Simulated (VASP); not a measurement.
Set up this calculation in VASP 6.6.1, as the native input.

```yaml
Task: single point
Functional: PBEsol
Potentials_or_basis: VASP PAW PBE potentials, release 64 (Hf_pv, N)
Cutoff: 520 eV
k_mesh: 18 × 18 × 10
Occupations: gaussian, width 0.1 eV
Spin: no spin polarisation
Dipole_correction: no
Further_INCAR_settings: ALGO = Normal; EDIFF = 1e-06; NBANDS = 23
```

The structure of HfN lies in POSCAR:

```
HfN
1.0
    3.1433458199      0.0000000000      0.0000000000
   -1.5716729100      2.7222173329      0.0000000000
    0.0000000000      0.0000000000      5.2831171772
Hf N
2 2
Direct
    0.6666666667      0.3333333333      0.7500000000
    0.3333333333      0.6666666667      0.2500000000
    0.0000000000      0.0000000000      0.0000000000
    0.0000000000      0.0000000000      0.5000000000
```

This cell differs from its parent crystal: uniaxial strain along c: -2.0 %.

These files were run (other wordings do the same):

INCAR

```
  PREC = Accurate
  ENCUT = 520
  EDIFF = 1E-6
  ISMEAR = 0
  SIGMA = 0.1
  LREAL = F
  LASPH = T
  NELM = 60
  ALGO = Normal
  ISIF = 2
  LWAVE = F
  LCHARG = F
  GGA = PS
  NBANDS = 23
```

KPOINTS

```
Automatic mesh
0
Gamma
  18 18 10
```

Potentials or basis: VASP PAW PBE potentials, release 64 (Hf_pv, N).

Run with:

```sh
$ cat potpaw_PBE.64/Hf_pv/POTCAR potpaw_PBE.64/N/POTCAR > POTCAR
$ mpirun -np 1 vasp_std > vasp.out
```

Results of the run:

```yaml
Pressure: 0.9 GPa
Band_gap_on_the_k_mesh: zero (band 15 reaches 9.98 eV, above the bottom of band 16 at 7.49 eV)
```

Caveat: the cell differs from its parent crystal (uniaxial strain along c: -2.0 %); the PAW data sets were made with another functional, which shifts forces and pressure a little; spin-orbit coupling is left out, which moves the levels of the heavy elements.

It took 59 s on 1 thread of Intel(R) Xeon(R) 6975P-C (Granite Rapids) (shared host), peak memory 0.3 GiB.
